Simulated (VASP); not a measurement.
Au, 2 atoms in the cell. The structure is trigonal, space group P-3m1 (No. 164). Conventional cell: a = 2.900 Å, b = 2.900 Å, c = 4.880 Å, α = 90.00°, β = 90.00°, γ = 120.00°. Au (site symmetry 3m) has 12 Au at 2.88 to 3.04 Å within 3.8 Å.  This cell differs from its parent crystal: atom 1 (Au) moved by (+0.000, -0.100) A along y and z.

| Item | Value |
| --- | --- |
| Program | VASP 6.6.1 |
| Task | single point |
| Functional | PBEsol |
| Potentials or basis | VASP PAW PBE potentials, release 64 (Au) |
| Cutoff | 520 eV |
| k mesh | 18 × 18 × 10 |
| Occupations | gaussian, width 0.15 eV |
| Spin | no spin polarisation |
| Dipole correction | no |
| Further INCAR settings | ALGO = Fast; EDIFF = 1e-07; NBANDS = 18 |

Potentials or basis: VASP PAW PBE potentials, release 64 (Au).

Run with:

```console
$ cat potpaw_PBE.64/Au/POTCAR > POTCAR
$ mpirun -np 1 vasp_std > vasp.out
```

Hardware: 1 thread of Intel(R) Xeon(R) 6975P-C (Granite Rapids), with other jobs on the host.

Task: How long does it take, and how much memory?

Result: Run time: 70 s on 1 thread of Intel(R) Xeon(R) 6975P-C (Granite Rapids), on a shared host, peak memory 0.28 GiB. Counts: scf iterations 14, k points 330.
